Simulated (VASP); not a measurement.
Here is a VASP 6.6.1 calculation.

File INCAR:

```
ALGO     = Normal         # electronic algorithm
EDIFF    = 1E-7           # SCF threshold, eV
ENCUT    = 520            # plane-wave cutoff, eV
GGA      = PS             # functional
ISIF     = 2              # what is computed and relaxed
ISMEAR   = 0              # smearing method
ISPIN    = 2              # spin polarisation
LASPH    = T              # aspherical terms in the spheres
LCHARG   = T              # write CHGCAR
LELF     = T              # ELF
LMAXMIX  = 4              # l up to which the mixer works
LORBIT   = 11             # projections on sites
LREAL    = F              # projectors in reciprocal space
LVHAR    = T            
LWAVE    = F              # write WAVECAR
MAGMOM   = 0.8 0          # initial moments
NBANDS   = 20             # bands
NELM     = 150            # most SCF steps
PREC     = Accurate       # precision mode
SIGMA    = 0.05           # smearing width, eV
```

KPOINTS

```
k-points
0
Gamma
  10 10 10
```

POSCAR

```
TiSe
1.0
    0.0000000000      2.8505772220      2.8505772220
    2.8505772220      0.0000000000      2.8505772220
    2.8505772220      2.8505772220      0.0000000000
Ti Se
1 1
Direct
    0.0000000000      0.0000000000      0.0000000000
    0.2500000000      0.2500000000      0.2500000000
```

Potentials or basis: VASP PAW PBE potentials, release 64 (Ti_sv, Se).

Run with:

```sh
$ cat potpaw_PBE.64/Ti_sv/POTCAR potpaw_PBE.64/Se/POTCAR > POTCAR
$ mpirun -np 1 vasp_std > vasp.out
```

Problem. What does it give for the pressure?

Solution. 0.2 GPa.

Problem. Estimate the net moment.

Solution. 0.96 μB per cell.

Problem. Estimate the site moments.

Solution. Ti +0.79; Se -0.02 μB.

Caveat: the PAW data sets were made with another functional, which shifts forces and pressure a little.
